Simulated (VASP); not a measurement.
Runs of VASP 6.6.1 on Ca. The structure is that of space group Fm-3m (No. 225), or close to it. The cells are those of the table. 

```tsv
task	cell	k mesh	cutoff (eV)	smearing	gap on the mesh (eV)	pressure (GPa)	relaxed volume (Å³/atom)
single point	a = 3.905 Å, angles 60.0°, 1 atom	12 × 12 × 12	520	gaussian 0.01 eV	none	0.1	-
single point	a = 3.905 Å, angles 60.0°, 1 atom	14 × 14 × 14	520	gaussian 0.1 eV	none	0.0	-
relaxation of cell and atoms	relaxed from a = 3.905 Å, angles 60.0°, 1 atom	14 × 14 × 14	600	gaussian 0.1 eV	none	0.0	42.19
relaxation of cell and atoms	relaxed from a = 3.568 Å, angles 60.0°, 1 atom	12 × 12 × 12	600	gaussian 0.01 eV	none	0.0	(a)
```

Alike in all rows: level PBE; potentials or basis VASP PAW PBE potentials, release 64 (Ca_sv); no spin polarisation.

**Question.** Fill in the values left out.

**Answer.** (a) 42.25.

Caveats: the volume moved by over 15 % at a fixed basis, so the end points are rough (some runs).

A gap of «none» marks levels without a gap at the run's occupations.
